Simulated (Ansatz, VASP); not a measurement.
Two plane-wave programs on Yb

INCAR

```
PREC = Accurate
ENCUT = 520
EDIFF = 1E-6
ISMEAR = -1
SIGMA = 0.1
LREAL = False
LASPH = True
NELM = 100
ALGO = Normal
ISIF = 2
LWAVE = False
LCHARG = True
GGA = PE
LELF = True
LVHAR = True
NBANDS = 18
```

KPOINTS

```
regular mesh
0
Gamma
  17 17 17
```

File POSCAR:

```
Yb
1.0
    0.0000000000      2.6151647068      2.6151647068
    2.6151647068      0.0000000000      2.6151647068
    2.6151647068      2.6151647068      0.0000000000
Yb
1
Direct
    0.0000000000      0.0000000000      0.0000000000
```

Input for Ansatz:

```yaml
crystal:
  lattice:
    - [0.0, 2.6151647068, 2.6151647068]
    - [2.6151647068, 0.0, 2.6151647068]
    - [2.6151647068, 2.6151647068, 0.0]
  atoms:
    - { symbol: Yb, position: [0.0, 0.0, 0.0] }
hamiltonian:
  xc: pbe
  pseudopotentials:
    kind: paw
    azcp:
      Yb: "pseudopotentials/Yb.paw.azcp"
basis:
  ecutwfc: 420
  fft_grid_basis: typed
kpoints:
  mp_grid: { grid: [17, 17, 17], shift: [0, 0, 0] }
magnetization:
  spin_polarized: false
scf:
  occupations: { method: fermi_dirac, width: 0.1 }
  lower_state_search: "off"
output:
  stress: true
```

Alike in both runs: task single point; functional PBE; k mesh 17 × 17 × 17; occupations fermi-dirac, width 0.1 eV; no spin polarisation.

|  | VASP | Ansatz |
| --- | --- | --- |
| version | VASP 6.6.1 | Ansatz 0.2.0 |
| potentials or method | VASP PAW PBE potentials, release 64 (Yb), cutoff 520 eV | plane waves (420 eV) with PAW, scalar-relativistic |
| valence electrons in the cell | 24 | 24 |

Ansatz gave:

```
pressure (GPa) : 0.0
```

Question: Estimate VASP's values.

Answer: Pressure (GPa): -0.7.

Spin-orbit coupling is off throughout.
